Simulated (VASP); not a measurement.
# LiW16 (a cell with a defect) in VASP: relaxation of the atoms with PBE+D3(BJ)

Aim: the relaxation of the atoms of LiW16 (a cell with a defect) with PBE+D3(BJ).

All numbers are computed with VASP 6.6.1; they aren't measurements. Logs are shortened: lines on timing, memory, paths and dates and some standing lists are left out, and cuts for length are marked.

## (1) The cell of the first run

The cell holds a defect, 17 atoms: a = 6.320 Å, b = 6.320 Å, c = 6.320 Å, α = 90.00°, β = 90.00°, γ = 90.00°.

## (2) Relaxation of the atoms, PBE+D3(BJ)

File INCAR:

```
  PREC = Accurate
  ENCUT = 520
  EDIFF = 1E-6
  ISMEAR = -1
  SIGMA = 0.1
  LREAL = Auto
  LASPH = T
  NELM = 80
  ALGO = Normal
  ISIF = 2
  LWAVE = F
  LCHARG = F
  GGA = PE
  IVDW = 12
  IBRION = 2
  NSW = 45
  EDIFFG = -0.08
  KPAR = 2
```

File KPOINTS:

```
regular mesh
0
Gamma
  2 2 2
```

File POSCAR:

```
LiW16
1.0
    6.3200000000      0.0000000000      0.0000000000
    0.0000000000      6.3200000000      0.0000000000
    0.0000000000      0.0000000000      6.3200000000
W Li
16 1
Direct
    0.0000000000      0.0000000000      0.0000000000
    0.5000000000      0.0000000000      0.0000000000
    0.0000000000      0.5000000000      0.0000000000
    0.0000000000      0.0000000000      0.5000000000
    0.2500000000      0.2500000000      0.2500000000
    0.5000000000      0.5000000000      0.0000000000
    0.5000000000      0.0000000000      0.5000000000
    0.7500000000      0.2500000000      0.2500000000
    0.0000000000      0.5000000000      0.5000000000
    0.2500000000      0.7500000000      0.2500000000
    0.2500000000      0.2500000000      0.7500000000
    0.5000000000      0.5000000000      0.5000000000
    0.7500000000      0.7500000000      0.2500000000
    0.7500000000      0.2500000000      0.7500000000
    0.2500000000      0.7500000000      0.7500000000
    0.7500000000      0.7500000000      0.7500000000
    0.7536895000      0.5016452000      0.1283257000
```

Potentials or basis: VASP PAW PBE potentials, release 64 (W_sv, Li_sv).

Launch:

```console
$ cat potpaw_PBE.64/W_sv/POTCAR potpaw_PBE.64/Li_sv/POTCAR > POTCAR
$ mpirun -np 4 vasp_std > vasp.out
```

OUTCAR:

```text
PREC = Accurate
   ENCUT = 520
   EDIFF = 1E-6
   ISMEAR = -1
   LREAL = Auto
   LASPH = T
   NELM = 80
   ISIF = 2
   GGA = PE
   IVDW = 12
   IBRION = 2
   NSW = 45
   EDIFFG = -0.08
 IVDW          = 12

 ion  position               nearest neighbor table
   1  0.000  0.000  0.000-   5 2.74   8 2.74  10 2.74  11 2.74  13 2.74  14 2.74  15 2.74  16 2.74
                             4 3.16   2 3.16   3 3.16   4 3.16   3 3.16   2 3.16
   2  0.500  0.000  0.000-   5 2.74   8 2.74  10 2.74  11 2.74  13 2.74  14 2.74  15 2.74  16 2.74
                             6 3.16   7 3.16   1 3.16   7 3.16   6 3.16   1 3.16
   3  0.000  0.500  0.000-  17 1.76   8 2.74  10 2.74  11 2.74  13 2.74  14 2.74  15 2.74  16 2.74
                             5 2.74   1 3.16   9 3.16   6 3.16   9 3.16   1 3.16   6 3.16
   4  0.000  0.000  0.500-   5 2.74   8 2.74  10 2.74  11 2.74  13 2.74  14 2.74  15 2.74  16 2.74
                             7 3.16   1 3.16   9 3.16   1 3.16   9 3.16   7 3.16
   5  0.250  0.250  0.250-   1 2.74   2 2.74   3 2.74   4 2.74   6 2.74   7 2.74   9 2.74  12 2.74
                            10 3.16  11 3.16   8 3.16  11 3.16  10 3.16   8 3.16
   6  0.500  0.500  0.000-  17 1.80   8 2.74  10 2.74  11 2.74  13 2.74  14 2.74  15 2.74  16 2.74
                             5 2.74  12 3.16   2 3.16   3 3.16  12 3.16   2 3.16   3 3.16
   7  0.500  0.000  0.500-   5 2.74   8 2.74  10 2.74  11 2.74  13 2.74  14 2.74  15 2.74  16 2.74
                             4 3.16  12 3.16   2 3.16   2 3.16  12 3.16   4 3.16
   8  0.750  0.250  0.250-  17 1.77   2 2.74   3 2.74   4 2.74   6 2.74   7 2.74   9 2.74  12 2.74
                             1 2.74  13 3.16  14 3.16   5 3.16  14 3.16  13 3.16   5 3.16
   9  0.000  0.500  0.500-   5 2.74   8 2.74  10 2.74  11 2.74  13 2.74  14 2.74  15 2.74  16 2.74
                            17 2.82  12 3.16   3 3.16   4 3.16   3 3.16   4 3.16  12 3.16
  10  0.250  0.750  0.250-   1 2.74   2 2.74   3 2.74   4 2.74   6 2.74   7 2.74   9 2.74  12 2.74
                             5 3.16  13 3.16  15 3.16  15 3.16   5 3.16  13 3.16
  11  0.250  0.250  0.750-   1 2.74   2 2.74   3 2.74   4 2.74   6 2.74   7 2.74   9 2.74  12 2.74
                             5 3.16  14 3.16  15 3.16   5 3.16  15 3.16  14 3.16
  12  0.500  0.500  0.500-   5 2.74   8 2.74  10 2.74  11 2.74  13 2.74  14 2.74  15 2.74  16 2.74
                            17 2.84   6 3.16   9 3.16   7 3.16   6 3.16   7 3.16   9 3.16
  13  0.750  0.750  0.250-  17 1.75   2 2.74   3 2.74   4 2.74   6 2.74   7 2.74   9 2.74  12 2.74
                             1 2.74   8 3.16  16 3.16  10 3.16  16 3.16   8 3.16  10 3.16
  14  0.750  0.250  0.750-   1 2.74   2 2.74   3 2.74   4 2.74   6 2.74   7 2.74   9 2.74  12 2.74
                            17 2.87   8 3.16  16 3.16  11 3.16   8 3.16  16 3.16  11 3.16
  15  0.250  0.750  0.750-   1 2.74   2 2.74   3 2.74   4 2.74   6 2.74   7 2.74   9 2.74  12 2.74
                            11 3.16  10 3.16  16 3.16  10 3.16  11 3.16  16 3.16
  16  0.750  0.750  0.750-   1 2.74   2 2.74   3 2.74   4 2.74   6 2.74   7 2.74   9 2.74  12 2.74
                            17 2.86  14 3.16  15 3.16  13 3.16  13 3.16  14 3.16  15 3.16
  17  0.754  0.502  0.128-  13 1.75   3 1.76   8 1.77   6 1.80   9 2.82  12 2.84  16 2.86  14 2.87

  LATTYP: Found a simple cubic cell.
 ALAT       =     6.3200000000

  Lattice vectors:

 A1 = (   6.3200000000,   0.0000000000,   0.0000000000)
 A2 = (   0.0000000000,   6.3200000000,   0.0000000000)
 A3 = (   0.0000000000,   0.0000000000,   6.3200000000)

Analysis of symmetry for initial positions (statically):
=====================================================================
 Subroutine PRICEL returns:
 Original cell was already a primitive cell.

 Routine SETGRP: Setting up the symmetry group for a
 simple cubic supercell.

 Subroutine GETGRP returns: Found  1 space group operations
 (whereof  1 operations were pure point group operations)
 out of a pool of 48 trial point group operations.

The static configuration has the point symmetry C_1 .

Analysis of symmetry for dynamics (positions and initial velocities):
=====================================================================
 Subroutine PRICEL returns:
 Original cell was already a primitive cell.

 Routine SETGRP: Setting up the symmetry group for a
 simple cubic supercell.

 Subroutine GETGRP returns: Found  1 space group operations
 (whereof  1 operations were pure point group operations)
 out of a pool of 48 trial point group operations.

The dynamic configuration has the point symmetry C_1 .

 Subroutine INISYM returns: Found  1 space group operations
 (whereof  1 operations are pure point group operations),
 and found     1 'primitive' translations

----------------------------------------------------------------------------------------

                                     Primitive cell

  volume of cell :     252.4360

  direct lattice vectors                    reciprocal lattice vectors
     6.320000000  0.000000000  0.000000000     0.158227848  0.000000000  0.000000000
     0.000000000  6.320000000  0.000000000     0.000000000  0.158227848  0.000000000
     0.000000000  0.000000000  6.320000000     0.000000000  0.000000000  0.158227848

  length of vectors
     6.320000000  6.320000000  6.320000000     0.158227848  0.158227848  0.158227848

  position of ions in fractional coordinates (direct lattice)
     0.000000000  0.000000000  0.000000000
     0.500000000  0.000000000  0.000000000
     0.000000000  0.500000000  0.000000000
     0.000000000  0.000000000  0.500000000
     0.250000000  0.250000000  0.250000000
     0.500000000  0.500000000  0.000000000
[... 9 lines left out ...]
     0.750000000  0.750000000  0.750000000
     0.753689500  0.501645200  0.128325700

  ion indices of the primitive-cell ions
   primitive index   ion index
                 1           1
                 2           2
                 3           3
                 4           4
                 5           5
                 6           6
[... 9 lines left out ...]
                16          16
                17          17

----------------------------------------------------------------------------------------

 KPOINTS: regular mesh

Automatic generation of k-mesh.
 Grid dimensions read from file:
 generate k-points for:    2    2    2

 Generating k-lattice:

  Cartesian coordinates                     Fractional coordinates (reciprocal lattice)
     0.079113924  0.000000000  0.000000000     0.500000000  0.000000000  0.000000000
     0.000000000  0.079113924  0.000000000     0.000000000  0.500000000  0.000000000
     0.000000000  0.000000000  0.079113924     0.000000000  0.000000000  0.500000000

  Length of vectors
     0.079113924  0.079113924  0.079113924

  Shift w.r.t. Gamma in fractional coordinates (k-lattice)
     0.000000000  0.000000000  0.000000000

 Subroutine IBZKPT returns following result:
 ===========================================

 Found      8 irreducible k-points:

 Following reciprocal coordinates:
            Coordinates               Weight
  0.000000  0.000000  0.000000      1.000000
  0.500000  0.000000  0.000000      1.000000
  0.000000  0.500000  0.000000      1.000000
  0.000000  0.000000  0.500000      1.000000
  0.500000  0.500000  0.000000      1.000000
  0.000000  0.500000  0.500000      1.000000
  0.500000  0.000000  0.500000      1.000000
  0.500000  0.500000  0.500000      1.000000
   k-points           NKPTS =      8   k-points in BZ     NKDIM =      8   number of bands    NBANDS=    136
   number of dos      NEDOS =    301   number of ions     NIONS =     17
   total plane-waves  NPLWV = 110592
   dimension x,y,z NGX =    48 NGY =   48 NGZ =   48
   dimension x,y,z NGXF=    96 NGYF=   96 NGZF=   96
   ions per type =              16   1
   NGX,Y,Z   is equivalent  to a cutoff of  12.63, 12.63, 12.63 a.u.
   NGXF,Y,Z  is equivalent  to a cutoff of  25.25, 25.25, 25.25 a.u.
 SYSTEM =  unknown system
   PREC   = accura    normal or accurate (medium, high low for compatibility)
   ISTART =      0    job   : 0-new  1-cont  2-samecut
   ICHARG =      2    charge: 1-file 2-atom 10-const
   ISPIN  =      1    spin polarized calculation?
   LNONCOLLINEAR =      F non collinear calculations
   LSORBIT =      F    spin-orbit coupling
   LASPH  =      T    aspherical Exc in radial PAW
   ENCUT  =  520.0 eV  38.22 Ry    6.18 a.u.  11.75 11.75 11.75*2*pi/ulx,y,z
   NELM   =     80;   NELMIN=  2; NELMDL= -5     # of ELM steps
   EDIFF  = 0.1E-05   stopping-criterion for ELM
   LREAL  =      T    real-space projection
   EDIFFG = -.8E-01   stopping-criterion for IOM
   NSW    =     45    number of steps for IOM
   IBRION =      2    ionic relax: 0-MD 1-quasi-New 2-CG
   NFREE  =      1    steps in history (QN), initial steepest desc. (CG)
   ISIF   =      2    stress and relaxation
   ISYM   =      2    0-nonsym 1-usesym 2-fastsym
   POTIM  = 0.5000    time-step for ionic-motion
   TEBEG  =    0.0;   TEEND  =   0.0 temperature during run
   PSTRESS=    0.0 pullay stress
   NELECT =     227.0000    total number of electrons
   NUPDOWN=      -1.0000    fix difference up-down
   EMIN   =  10.00;   EMAX   =-10.00  energy-range for DOS
   EFERMI =   0.00;   METHOD = LEGACY
   ISMEAR =    -1;   SIGMA  =   0.10  broadening in eV -4-tet -1-fermi 0-gaus
   EFERMI_NEDOS =   21; number of points for ismear=-14 and -15
   IALGO  =     38    algorithm
   IMIX   =      4    mixing-type and parameters
     AMIX     =   0.40;   BMIX     =  1.00
     AMIX_MAG =   1.60;   BMIX_MAG =  1.00
  volume/ion in A,a.u.               =      14.85       100.21
  Fermi-wavevector in a.u.,A,eV,Ry     =   1.580155  2.986060 33.972251  2.496890
  Thomas-Fermi vector in A             =   2.680426
   LORBIT       =      0    0 simple, 1 ext, 2 COOP (PROOUT), +10 PAW based schemes
   GGA     = PE    functional components
   LHFCALC =     F    Hartree Fock is set to
   AEXX    =    0.0000 exact exchange contribution
   IVDW    =    12    specifies the selected vdW correction
   LEPSILON=     F    determine dielectric tensor
   LRPA    =     F    only Hartree local field effects (RPA)
 conjugate gradient relaxation of ions
 non-spin polarized calculation
  energy-cutoff  :      520.00
  volume of cell :      252.44
 maximum number of plane-waves:      6859
 NGX is ok and might be reduce to    48
   NGX = 23   NGY = 23   NGZ = 23

--------------------------------------- Ionic step        1  -------------------------------------------

 number of electron     227.0000010 magnetization

 Free energy of the ion-electron system (eV)
  ---------------------------------------------------
  ext. energy  EPLUGINS =         0.00000000
  ---------------------------------------------------
  free energy    TOTEN  =      -197.45483229 eV

  energy without entropy =     -197.23294721  energy(sigma->0) =     -197.34388975

------------------------ aborting loop because EDIFF is reached ----------------------------------------

 Edisp (eV)  -11.94873

 E8    (eV) :    -6.0921
[... 376 lines left out ...]
--------------------------------------- Ionic step        8  -------------------------------------------

 number of electron     226.9999990 magnetization

 Free energy of the ion-electron system (eV)
  ---------------------------------------------------
  ext. energy  EPLUGINS =         0.00000000
  ---------------------------------------------------
  free energy    TOTEN  =      -201.70937029 eV

  energy without entropy =     -201.45169157  energy(sigma->0) =     -201.58053093

 E-fermi :  11.5705     XC(G=0): -13.7128

 val. band max:       11.5609822280   @ k =   0.0000   0.5000   0.5000
 cond. band min:      11.5771260790   @ k =   0.0000   0.5000   0.0000
 fundamental gap:      0.0161438510
 Fermi energy:        11.5704503096

 k-point     1 :       0.0000    0.0000    0.0000
  band No.  band energies     occupation
      1     -62.3766      2.00000
      2     -62.2689      2.00000
      3     -62.2665      2.00000
      4     -62.2653      2.00000
      5     -62.2634      2.00000
      6     -62.2419      2.00000
[... 1013 lines left out ...]
    124      13.9475      0.00000
    125      14.0823      0.00000
 [bands above 125 left out]

------------------------ aborting loop because EDIFF is reached ----------------------------------------

 Edisp (eV)  -11.95122

 E8    (eV) :    -6.0934
[... 40 lines left out ...]
  FREE ENERGIE OF THE ION-ELECTRON SYSTEM (eV)
  ---------------------------------------------------
  free  energy   TOTEN  =      -213.6605863913 eV

  energy  without entropy=     -213.4029076766  energy(sigma->0) =     -213.53174703

 reached required accuracy - stopping structural energy minimisation
```

Wall time 18 min (4 MPI ranks of Intel Xeon Platinum 8375C at 2.90GHz (Ice Lake), shared host); peak memory 0.3 GiB.

Results:

| Item | Value |
| --- | --- |
| Free energy | -213.6606 eV |
| Energy gained by relaxing | 250.4 meV/atom |
| Ionic steps | 8 |
| Largest force after relaxing | 0.053 eV/Å |
| Band gap on the k mesh | zero (an odd number of electrons rules out a gap without spin polarisation) |
| Dispersion energy per atom | -0.703 eV |

Forces in eV/Å, atoms in the order of the input:
```
W   -0.026  0.001  0.040
W    0.025  0.001  0.041
W   -0.051  0.002  0.011
W   -0.049  0.003 -0.007
W    0.001  0.016 -0.035
W    0.034  0.001  0.002
W    0.049  0.003 -0.005
W    0.001  0.000  0.008
W    0.019 -0.001 -0.020
W    0.001 -0.016 -0.035
W    0.006  0.037 -0.005
W   -0.018 -0.001 -0.017
W    0.000 -0.012  0.000
W   -0.002 -0.021  0.019
W    0.006 -0.037 -0.004
W   -0.002  0.021  0.020
Li   0.004  0.004 -0.012
```

The path:
| step | energy change (eV) | largest force (eV/Å) | pressure (GPa) |
| --- | --- | --- | --- |
| 1 | 0.0000 | 9.9207 | 11.81 |
| 2 | 0.0262 | 8.9035 | 25.49 |
| 3 | -3.8947 | 1.8477 | 11.92 |
| 4 | -4.2147 | 0.6009 | 11.46 |
| 5 | -4.2218 | 0.4776 | 11.41 |
| 6 | -4.2509 | 0.2776 | 11.78 |
| 7 | -4.2511 | 0.2161 | 11.75 |
| 8 | -4.2570 | 0.0527 | 11.63 |

Final structure:
```
W Li
1.0
     6.32000    0.00000    0.00000
     0.00000    6.32000    0.00000
     0.00000    0.00000    6.32000
W Li
16 1
Direct
  0.00332 0.99997 0.99871
  0.49650 0.99997 0.99853
  0.03499 0.49976 0.98059
  0.00663 0.00013 0.51040
  0.24991 0.24711 0.25092
  0.46693 0.49979 0.98206
  0.49352 0.00013 0.51052
  0.74943 0.21481 0.26822
  0.99797 0.50008 0.49258
  0.24990 0.75283 0.25085
  0.25029 0.24417 0.73998
  0.50215 0.50008 0.49280
  0.74941 0.78601 0.26881
  0.75016 0.25218 0.75725
  0.25028 0.75593 0.74003
  0.75016 0.74788 0.75735
  0.75215 0.50083 0.12873
```

Caveat: the k points lie up to 0.50 Å⁻¹ apart, too coarse for converged energies and pressures of a metal; the cutoff is under 1.25 times the usual one of these potentials, so pressure, stress and relaxed cells hold a basis-set (Pulay) error; spin-orbit coupling is left out, which moves the levels of the heavy elements; the relaxation stopped at a loose force limit of 0.08 eV/Å, so its end isn't a converged minimum.
